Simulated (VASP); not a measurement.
# Ga3O2 (P4/mmm) in VASP: relaxation of cell and atoms with PBE

Aim: the relaxation of cell and atoms of Ga3O2 with PBE.

Everything below comes from runs of VASP 6.6.1. Logs are shortened: lines on timing, memory, paths and dates and some standing lists are left out, and cuts for length are marked.

**1. The cell of the first run**

The structure is tetragonal, space group P4/mmm (No. 123). The conventional cell has a = 4.009 Å, b = 4.009 Å, c = 6.555 Å, α = 90.00°, β = 90.00°, γ = 90.00°. Within 2.7 Å of Ga (site symmetry 4/mmm) lie 4 O at 2.00 Å. Within 3.4 Å of Ga (site symmetry 4mm) lie 4 O at 2.56 Å and 6 Ga at 3.18 to 3.37 Å. Within 2.7 Å of O (site symmetry mmm) lie 6 Ga at 2.00 to 2.56 Å.

The cell was built from a structure type or drawn by symmetry, and may not be a known phase.

**2. Relaxation of cell and atoms, PBE**

Contents of INCAR:

```
PREC = Accurate
ENCUT = 600
EDIFF = 1E-6
ISMEAR = 0
SIGMA = 0.1
LREAL = F
LASPH = T
NELM = 60
ALGO = Normal
ISIF = 3
LWAVE = F
LCHARG = F
GGA = PE
IBRION = 2
NSW = 100
EDIFFG = -0.01
```

Contents of KPOINTS:

```
regular mesh
0
Gamma
  10 10 6
```

Contents of POSCAR:

```
Ga3O2
1.0
    4.0086992450      0.0000000000      0.0000000000
    0.0000000000      4.0086992450      0.0000000000
    0.0000000000      0.0000000000      6.5550998692
Ga O
3 2
Direct
    0.5000000000      0.5000000000      0.5000000000
    0.0000000000      0.0000000000      0.2572815697
    0.0000000000      0.0000000000      0.7427184303
    0.0000000000      0.5000000000      0.5000000000
    0.5000000000      0.0000000000      0.5000000000
```

Potentials or basis: VASP PAW PBE potentials, release 64 (Ga_d, O).

Launch:

```
$ cat potpaw_PBE.64/Ga_d/POTCAR potpaw_PBE.64/O/POTCAR > POTCAR
$ mpirun -np 1 vasp_std > vasp.out
```

OUTCAR:

```text
PREC = Accurate
   ENCUT = 600
   EDIFF = 1E-6
   ISMEAR = 0
   LREAL = F
   LASPH = T
   NELM = 60
   ISIF = 3
   GGA = PE
   IBRION = 2
   NSW = 100
   EDIFFG = -0.01

 ion  position               nearest neighbor table
   1  0.500  0.500  0.500-   4 2.00   5 2.00   5 2.00   4 2.00
   2  0.000  0.000  0.257-
   3  0.000  0.000  0.743-
   4  0.000  0.500  0.500-   1 2.00   1 2.00
   5  0.500  0.000  0.500-   1 2.00   1 2.00

  LATTYP: Found a simple tetragonal cell.
 ALAT       =     4.0086992450
 C/A-ratio  =     1.6352186753

  Lattice vectors:

 A1 = (   4.0086992450,   0.0000000000,   0.0000000000)
 A2 = (   0.0000000000,   4.0086992450,   0.0000000000)
 A3 = (   0.0000000000,   0.0000000000,   6.5550998692)

Analysis of symmetry for initial positions (statically):
=====================================================================
 Subroutine PRICEL returns:
 Original cell was already a primitive cell.

 Routine SETGRP: Setting up the symmetry group for a
 simple tetragonal supercell.

 Subroutine GETGRP returns: Found 16 space group operations
 (whereof 16 operations were pure point group operations)
 out of a pool of 16 trial point group operations.

The static configuration has the point symmetry D_4h.

Analysis of symmetry for dynamics (positions and initial velocities):
=====================================================================
 Subroutine PRICEL returns:
 Original cell was already a primitive cell.

 Routine SETGRP: Setting up the symmetry group for a
 simple tetragonal supercell.

 Subroutine GETGRP returns: Found 16 space group operations
 (whereof 16 operations were pure point group operations)
 out of a pool of 16 trial point group operations.

The dynamic configuration has the point symmetry D_4h.

 Subroutine INISYM returns: Found 16 space group operations
 (whereof 16 operations are pure point group operations),
 and found     1 'primitive' translations

----------------------------------------------------------------------------------------

                                     Primitive cell

  volume of cell :     105.3383

  direct lattice vectors                    reciprocal lattice vectors
     4.008699245  0.000000000  0.000000000     0.249457477  0.000000000  0.000000000
     0.000000000  4.008699245  0.000000000     0.000000000  0.249457477  0.000000000
     0.000000000  0.000000000  6.555099869     0.000000000  0.000000000  0.152552977

  length of vectors
     4.008699245  4.008699245  6.555099869     0.249457477  0.249457477  0.152552977

  position of ions in fractional coordinates (direct lattice)
     0.500000000  0.500000000  0.500000000
     0.000000000  0.000000000  0.257281570
     0.000000000  0.000000000  0.742718430
     0.000000000  0.500000000  0.500000000
     0.500000000  0.000000000  0.500000000

  ion indices of the primitive-cell ions
   primitive index   ion index
                 1           1
                 2           2
                 3           3
                 4           4
                 5           5

----------------------------------------------------------------------------------------

 KPOINTS: regular mesh

Automatic generation of k-mesh.
 Grid dimensions read from file:
 generate k-points for:   10   10    6

 Generating k-lattice:

  Cartesian coordinates                     Fractional coordinates (reciprocal lattice)
     0.024945748  0.000000000  0.000000000     0.100000000  0.000000000  0.000000000
     0.000000000  0.024945748  0.000000000     0.000000000  0.100000000  0.000000000
     0.000000000  0.000000000  0.025425496     0.000000000  0.000000000  0.166666667

  Length of vectors
     0.024945748  0.024945748  0.025425496

  Shift w.r.t. Gamma in fractional coordinates (k-lattice)
     0.000000000  0.000000000  0.000000000

 Subroutine IBZKPT returns following result:
 ===========================================

 Found     84 irreducible k-points:

 Following reciprocal coordinates:
            Coordinates               Weight
  0.000000  0.000000  0.000000      1.000000
  0.100000  0.000000  0.000000      4.000000
  0.200000  0.000000  0.000000      4.000000
  0.300000  0.000000  0.000000      4.000000
  0.400000  0.000000  0.000000      4.000000
  0.500000  0.000000  0.000000      2.000000
[... 16 lines left out ...]
  0.100000  0.000000  0.166667      8.000000
  0.200000  0.000000  0.166667      8.000000
 [... further k-points ...]
   k-points           NKPTS =     84   k-points in BZ     NKDIM =     84   number of bands    NBANDS=     30
   number of dos      NEDOS =    301   number of ions     NIONS =      5
   total plane-waves  NPLWV =  55296
   dimension x,y,z NGX =    32 NGY =   32 NGZ =   54
   dimension x,y,z NGXF=    64 NGYF=   64 NGZF=  108
   ions per type =               3   2
   NGX,Y,Z   is equivalent  to a cutoff of  13.27, 13.27, 13.70 a.u.
   NGXF,Y,Z  is equivalent  to a cutoff of  26.54, 26.54, 27.39 a.u.
 SYSTEM =  unknown system
   PREC   = accura    normal or accurate (medium, high low for compatibility)
   ISTART =      0    job   : 0-new  1-cont  2-samecut
   ICHARG =      2    charge: 1-file 2-atom 10-const
   ISPIN  =      1    spin polarized calculation?
   LNONCOLLINEAR =      F non collinear calculations
   LSORBIT =      F    spin-orbit coupling
   LASPH  =      T    aspherical Exc in radial PAW
   ENCUT  =  600.0 eV  44.10 Ry    6.64 a.u.   8.01  8.01 13.09*2*pi/ulx,y,z
   NELM   =     60;   NELMIN=  2; NELMDL= -5     # of ELM steps
   EDIFF  = 0.1E-05   stopping-criterion for ELM
   LREAL  =      F    real-space projection
   EDIFFG = -.1E-01   stopping-criterion for IOM
   NSW    =    100    number of steps for IOM
   IBRION =      2    ionic relax: 0-MD 1-quasi-New 2-CG
   NFREE  =      1    steps in history (QN), initial steepest desc. (CG)
   ISIF   =      3    stress and relaxation
   ISYM   =      2    0-nonsym 1-usesym 2-fastsym
   POTIM  = 0.5000    time-step for ionic-motion
   TEBEG  =    0.0;   TEEND  =   0.0 temperature during run
   PSTRESS=    0.0 pullay stress
   NELECT =      51.0000    total number of electrons
   NUPDOWN=      -1.0000    fix difference up-down
   EMIN   =  10.00;   EMAX   =-10.00  energy-range for DOS
   EFERMI =   0.00;   METHOD = LEGACY
   ISMEAR =     0;   SIGMA  =   0.10  broadening in eV -4-tet -1-fermi 0-gaus
   EFERMI_NEDOS =   21; number of points for ismear=-14 and -15
   IALGO  =     38    algorithm
   IMIX   =      4    mixing-type and parameters
     AMIX     =   0.40;   BMIX     =  1.00
     AMIX_MAG =   1.60;   BMIX_MAG =  1.00
  volume/ion in A,a.u.               =      21.07       142.17
  Fermi-wavevector in a.u.,A,eV,Ry     =   1.285492  2.429228 22.483496  1.652490
  Thomas-Fermi vector in A             =   2.417623
   LORBIT       =      0    0 simple, 1 ext, 2 COOP (PROOUT), +10 PAW based schemes
   GGA     = PE    functional components
   LHFCALC =     F    Hartree Fock is set to
   AEXX    =    0.0000 exact exchange contribution
   IVDW    =     0    specifies the selected vdW correction
   LEPSILON=     F    determine dielectric tensor
   LRPA    =     F    only Hartree local field effects (RPA)
 conjugate gradient relaxation of ions
 non-spin polarized calculation
 Gauss-broadening in eV      SIGMA  =   0.10
  energy-cutoff  :      600.00
  volume of cell :      105.34
 maximum number of plane-waves:      3584
   NGX = 17   NGY = 17   NGZ = 27

--------------------------------------- Ionic step        1  -------------------------------------------

 number of electron      51.0000003 magnetization

 Free energy of the ion-electron system (eV)
  ---------------------------------------------------
  ext. energy  EPLUGINS =         0.00000000
  ---------------------------------------------------
  free energy    TOTEN  =       -21.38956309 eV

  energy without entropy =      -21.38003530  energy(sigma->0) =      -21.38479919

------------------------ aborting loop because EDIFF is reached ----------------------------------------

  FORCE on cell =-STRESS in cart. coord.  units (eV):
  Direction    XX          YY          ZZ          XY          YZ          ZX
  --------------------------------------------------------------------------------------
  -------------------------------------------------------------------------------------
  Total        0.0100933      0.0100933      0.0203276      0.0000000      0.0000000      0.0000000
  in kB        0.1535174      0.1535174      0.3091788      0.0000000      0.0000000      0.0000000
  external PRESSURE =       0.2054046 kB  Pullay stress =       0.0000000 kB
[... 98 lines left out ...]
  FREE ENERGIE OF THE ION-ELECTRON SYSTEM (eV)
  ---------------------------------------------------
  free  energy   TOTEN  =       -21.3901549941 eV

  energy  without entropy=      -21.3807359050  energy(sigma->0) =      -21.38544545

[... ionic steps 4 to 10 ...]

--------------------------------------- Ionic step       11  -------------------------------------------

 number of electron      50.9999989 magnetization

------------------------ aborting loop because EDIFF is reached ----------------------------------------

  FORCE on cell =-STRESS in cart. coord.  units (eV):
  Direction    XX          YY          ZZ          XY          YZ          ZX
  --------------------------------------------------------------------------------------
  -------------------------------------------------------------------------------------
  Total        0.0569597      0.0569597     -0.0399858      0.0000000      0.0000000     -0.0000000
  in kB        0.8766855      0.8766855     -0.6154354      0.0000000      0.0000000     -0.0000000
  external PRESSURE =       0.3793118 kB  Pullay stress =       0.0000000 kB
[... 63 lines left out ...]
  energy  without entropy=      -21.3826274272  energy(sigma->0) =      -21.38707006

--------------------------------------- Ionic step       13  -------------------------------------------

 number of electron      50.9999988 magnetization

 Free energy of the ion-electron system (eV)
  ---------------------------------------------------
  ext. energy  EPLUGINS =         0.00000000
  ---------------------------------------------------
  free energy    TOTEN  =       -21.39151067 eV

  energy without entropy =      -21.38263812  energy(sigma->0) =      -21.38707440

 E-fermi :   3.0414     XC(G=0):  -8.8561

 val. band max:        3.0382523662   @ k =   0.4000   0.1000   0.3333
 cond. band min:       3.0501580559   @ k =   0.3000   0.1000   0.1667
 fundamental gap:      0.0119056897
 Fermi energy:         3.0414245911

 k-point     1 :       0.0000    0.0000    0.0000
  band No.  band energies     occupation
      1     -17.0701      2.00000
      2     -16.0416      2.00000
      3     -12.4601      2.00000
      4     -12.4601      2.00000
      5     -12.3616      2.00000
      6     -12.2995      2.00000
[... 781 lines left out ...]
     29       5.7383      0.00000
     30       6.4728      0.00000

 [... further k-points ...]

------------------------ aborting loop because EDIFF is reached ----------------------------------------

  FORCE on cell =-STRESS in cart. coord.  units (eV):
  Direction    XX          YY          ZZ          XY          YZ          ZX
  --------------------------------------------------------------------------------------
  -------------------------------------------------------------------------------------
  Total        0.0494965      0.0494965     -0.0321886      0.0000000      0.0000000     -0.0000000
  in kB        0.7624586      0.7624586     -0.4958420      0.0000000      0.0000000     -0.0000000
  external PRESSURE =       0.3430251 kB  Pullay stress =       0.0000000 kB
[... 20 lines left out ...]
  FREE ENERGIE OF THE ION-ELECTRON SYSTEM (eV)
  ---------------------------------------------------
  free  energy   TOTEN  =       -21.3915106703 eV

  energy  without entropy=      -21.3826381209  energy(sigma->0) =      -21.38707440

 reached required accuracy - stopping structural energy minimisation
```

Wall time 12 min (1 thread of Intel Xeon 6975P-C (Granite Rapids), shared host); peak memory 0.42 GiB.

What came out:

| Property | Result |
| --- | --- |
| Free energy | -21.3915 eV |
| Relaxed volume | 20.80 Å³/atom |
| Relaxed cell | a = 3.990 Å, b = 3.990 Å, c = 6.533 Å, α = 90.00°, β = 90.00°, γ = 90.00° |
| Space group after relaxing (to 0.1 Å) | P4/mmm (No. 123) |
| Energy gained by relaxing | 0.4 meV/atom |
| Ionic steps | 13 |
| Pressure after relaxing | 0.0 GPa |
| Largest force after relaxing | 0.008 eV/Å |
| Band gap on the k mesh | zero (an odd number of electrons rules out a gap without spin polarisation) |

Forces on the atoms (eV/Å):
```
Ga   0.000  0.000  0.000
Ga   0.000  0.000  0.008
Ga   0.000  0.000 -0.008
O    0.000  0.000  0.000
O    0.000  0.000  0.000
```

Stress tensor (GPa, compression positive):
```
 0.08  0.00  0.00
 0.00  0.08  0.00
 0.00  0.00 -0.05
```

Step by step:
| step | energy change (eV) | largest force (eV/Å) | pressure (GPa) | volume (Å³) |
| --- | --- | --- | --- | --- |
| 1 | 0.0000 | 0.0651 | 0.02 | 105.34 |
| 2 | -0.0004 | 0.0475 | -0.10 | 105.38 |
| 3 | -0.0006 | 0.0302 | -0.18 | 105.42 |
| 4 | -0.0007 | 0.0045 | -0.27 | 105.51 |
| 5 | -0.0007 | 0.0112 | -0.20 | 105.47 |
| 6 | -0.0010 | 0.0110 | -0.20 | 105.31 |
| 7 | -0.0016 | 0.0124 | -0.08 | 104.82 |
| 8 | -0.0017 | 0.0143 | 0.11 | 103.84 |
| 9 | -0.0018 | 0.0145 | 0.03 | 104.24 |
| 10 | -0.0018 | 0.0142 | 0.05 | 104.19 |
| 11 | -0.0019 | 0.0021 | 0.04 | 104.10 |
| 12 | -0.0019 | 0.0011 | 0.03 | 104.07 |
| 13 | -0.0019 | 0.0082 | 0.03 | 104.01 |

Final structure:
```
Ga O
1.0
     3.98996    0.00000    0.00000
     0.00000    3.98996    0.00000
     0.00000    0.00000    6.53328
Ga O
3 2
Direct
  0.50000 0.50000 0.50000
  0.00000 0.00000 0.25216
  0.00000 0.00000 0.74784
  0.00000 0.50000 0.50000
  0.50000 0.00000 0.50000
```

Levels at points of the mesh, in eV from the Fermi level:
```
           k point  band 23  band 24  band 25  band 26  band 27  band 28  band 29  band 30
(0.00, 0.00, 0.00)    -3.53    -3.53    -1.69    -1.37    -0.01     3.59     3.59     3.79
(0.50, 0.00, 0.00)    -4.32    -3.51    -1.67    -0.70     1.27     2.18     2.67     4.41
(0.50, 0.50, 0.00)    -3.03    -3.02    -2.53     0.21     0.21     0.83     2.55     3.41
(0.00, 0.00, 0.50)    -3.53    -3.53    -3.28    -1.47     2.63     2.78     2.78     3.24
(0.50, 0.00, 0.50)    -4.31    -2.91    -2.00     0.13     0.42     3.12     3.51     3.61
(0.50, 0.50, 0.50)    -3.03    -2.53    -1.17     0.49     1.35     1.35     1.65     1.65
```

Caveat: an odd number of electrons without spin polarisation forces a metal; a magnetic or distorted state may lie lower.
